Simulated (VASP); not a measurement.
Here is a VASP 6.6.1 calculation.

File INCAR:

```
ALGO = Normal
EDIFF = 1E-7
EDIFFG = -0.001
ENCUT = 600
GGA = PS
IBRION = 2
ISIF = 3
ISMEAR = 0
LASPH = True
LCHARG = False
LREAL = False
LWAVE = False
NELM = 80
NSW = 80
PREC = Accurate
PSTRESS = 40.0
SIGMA = 0.01
```

File KPOINTS:

```
k-points
0
Gamma
  8 8 8
```

The input POSCAR:

```
AgCl
1.0
    0.0000000000      2.7237193930      2.7237193930
    2.7237193930      0.0000000000      2.7237193930
    2.7237193930      2.7237193930      0.0000000000
Ag Cl
1 1
Direct
    0.5000000000      0.5000000000      0.5000000000
    0.0000000000      0.0000000000      0.0000000000
```

Potentials or basis: VASP PAW PBE potentials, release 64 (Ag, Cl).

Command:

```bash
$ cat potpaw_PBE.64/Ag/POTCAR potpaw_PBE.64/Cl/POTCAR > POTCAR
$ mpirun -np 1 vasp_std > vasp.out
```

**Question.** Estimate the space group after relaxing (to 0.1 Å).

**Answer.** Fm-3m (No. 225).

**Question.** Estimate the relaxed cell.

**Answer.** a = 3.774 Å, b = 3.774 Å, c = 3.774 Å, α = 60.00°, β = 60.00°, γ = 60.00°.

**Question.** Predict the relaxed volume.

**Answer.** 19.01 Å³/atom.

Final structure:
```
Ag Cl
1.0
     0.00000    2.66886    2.66886
     2.66886    0.00000    2.66886
     2.66886    2.66886    0.00000
Ag Cl
1 1
Direct
  0.50000 0.50000 0.50000
  0.00000 0.00000 0.00000
```

Caveat: the cell is relaxed towards a set pressure, so the run minimises the enthalpy, not the energy; the PAW data sets were made with another functional, which shifts forces and pressure a little.
